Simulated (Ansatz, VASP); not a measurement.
# Two plane-wave programs on B5C2

```xyz
7
Lattice="3.2732 0.0000 0.0000 -1.6366 2.8347 0.0000 0.0000 0.0000 5.9012" Properties=species:S:1:pos:R:3 pbc="T T T"
B     2.4635    0.4675    0.6838
B     1.6366    1.8997    0.6838
B     0.8097    0.4675    0.6838
B     0.0000    1.8898    1.6911
B     0.0000    0.0000    3.5946
C     1.6366    0.9449    5.3712
C     0.0000    1.8898    3.2933
```

Alike in both runs: functional PBE; k mesh 5 × 5 × 3; occupations gaussian, width 0.2 eV; no spin polarisation.

Ansatz relaxed the structure, and its values are those at the end. VASP's run is a single point on that final structure, the one shown.

|  | VASP | Ansatz |
| --- | --- | --- |
| version | VASP 6.6.1 | Ansatz 0.2.0 |
| potentials or method | VASP PAW PBE potentials, release 64 (B, C), cutoff 600 eV | scalar-relativistic, plane waves, PAW |
| valence electrons in the cell | 23 | 23 |

VASP gave:

| Property | Result |
| --- | --- |
| gap on the k mesh at the Fermi level (eV) | none |
| pressure (GPa) | 0.4 |
| rms of the force components (eV/Å) | 0.018 |

Question: Estimate Ansatz's values.

Answer: gap on the k mesh at the Fermi level (eV): none; pressure (GPa): 0.4; rms of the force components (eV/Å): 0.020.

A gap of «none» marks a metal or a gap that the smearing closes. The functional is the same, so the differences come from potentials, cutoffs and numerics.

The k mesh is coarse, so the values compare programs but aren't converged.
